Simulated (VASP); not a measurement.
A run of VASP 6.6.1:

Contents of INCAR:

```
ALGO     = Normal         # electronic algorithm
EDIFF    = 1E-7           # SCF threshold, eV
ENCUT    = 520            # plane-wave cutoff, eV
ISIF     = 2              # what is computed and relaxed
ISMEAR   = 0              # smearing method
LASPH    = T              # aspherical terms in the spheres
LCHARG   = F              # write CHGCAR
LREAL    = F              # projectors in reciprocal space
LWAVE    = F              # write WAVECAR
NBANDS   = 35             # bands
NELM     = 100            # most SCF steps
PREC     = Accurate       # precision mode
SIGMA    = 0.02           # smearing width, eV
```

Contents of KPOINTS:

```
k-points
0
Gamma
  8 8 4
```

The input POSCAR:

```
Ta2O5
1.0
    3.8099595098      0.0000000000     -0.0256982176
    0.0000000000      3.8369883676      0.0000000000
   -1.8477283631      0.0000000000      6.4730060373
Ta O
2 5
Direct
    0.6465977665      0.0000000000      0.7923741702
    0.3534022335      0.0000000000      0.2076258298
    0.6520719539      0.5000000000      0.8005311476
    0.3479280461      0.5000000000      0.1994688524
    0.1859186764      0.0000000000      0.8707282884
    0.8140813236      0.0000000000      0.1292717116
    0.5000000000      0.0000000000      0.5000000000
```

Potentials or basis: VASP PAW LDA potentials, release 64 (Ta_pv, O).

The run is started by

```console
$ cat potpaw_LDA.64/Ta_pv/POTCAR potpaw_LDA.64/O/POTCAR > POTCAR
$ mpirun -np 1 vasp_std > vasp.out
```

Hardware: 1 thread of Intel(R) Xeon(R) Platinum 8375C CPU @ 2.90GHz (Ice Lake), on a shared host.

Q: How long does it take, and how much memory?

A: It took 3.8 min on 1 thread of Intel(R) Xeon(R) Platinum 8375C CPU @ 2.90GHz (Ice Lake) (shared host), peak memory 0.33 GiB. Counts: scf iterations 16, k points 90.
